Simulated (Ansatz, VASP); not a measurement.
**PbO: VASP beside Ansatz**

The input POSCAR:

```
PbO
1.0
    4.0425060212      0.0000000000      0.0000000000
    0.0000000000      4.0425060212      0.0000000000
    0.0000000000      0.0000000000      5.0759286131
Pb O
2 2
Direct
    0.0000000000      0.5000000000      0.2400000000
    0.5000000000      0.0000000000      0.7600000000
    0.0000000000      0.0000000000      0.0000000000
    0.5000000000      0.5000000000      0.0000000000
```

Contents of INCAR.step1:

```
SYSTEM = PbO
  ALGO = Normal
  EDIFF = 1E-4
  ENCUT = 520
  GGA = PE
  ISMEAR = 0
  LASPH = .True.
  LCHARG = .False.
  LREAL = .False.
  LWAVE = .True.
  NBANDS = 28
  NELM = 100
  PREC = Accurate
  SIGMA = 0.01
```

Contents of INCAR.step2:

```
SYSTEM = PbO
  ALGO = Normal
  EDIFF = 1E-6
  ENCUT = 520
  ISIF = 2
  ISMEAR = 0
  ISTART = 1
  LASPH = .True.
  LCHARG = .False.
  LMIXTAU = .True.
  LREAL = .False.
  LWAVE = .False.
  METAGGA = R2SCAN
  NBANDS = 28
  NELM = 100
  PREC = Accurate
  SIGMA = 0.01
```

Contents of KPOINTS:

```
k-points
0
Gamma
  4 4 4
  0 0 0
```

Input for Ansatz:

```yaml
crystal:
  lattice:
    - [4.042506021242508, 0.0, 0.0]
    - [0.0, 4.042506021242508, 0.0]
    - [0.0, 0.0, 5.075928613139087]
  atoms:
    - { symbol: Pb, position: [0.0, 0.5, 0.24] }
    - { symbol: Pb, position: [0.5, 0.0, 0.76] }
    - { symbol: O, position: [0.0, 0.0, 0.0] }
    - { symbol: O, position: [0.5, 0.5, 0.0] }
basis:
  ecutwfc: 639.467576780718
  xc_grid: 1
kpoints:
  mp_grid:
    grid: [4, 4, 4]
hamiltonian:
  xc: r2scan
scf:
  self_checks: high
  occupations:
    method: fixed
output:
  stress: true
```

Alike in both runs: task single point; functional r2SCAN; k mesh 4 × 4 × 4; no spin polarisation.

|  | VASP | Ansatz |
| --- | --- | --- |
| version | VASP 6.6.1 | Ansatz 0.2.0 |
| potentials or method | VASP PAW PBE potentials, release 64 (Pb_d, O), cutoff 520 eV | plane waves, PAW |
| occupations | gaussian, width 0.01 eV | fixed |
| valence electrons in the cell | 40 | 40 |

|  | VASP | Ansatz | Ansatz less VASP |
| --- | --- | --- | --- |
| gap on the k mesh at the Fermi level (eV) | 1.52 | 1.52 | 0.000 |
| pressure (GPa) | -2.9 | -3.4 | -0.42 |
| traceless stress, the component that is largest in VASP (GPa) | -0.01 | 0.08 | +0.093 |

VASP's potentials were made for PBE, not for r2SCAN.

Spin-orbit coupling is off throughout.
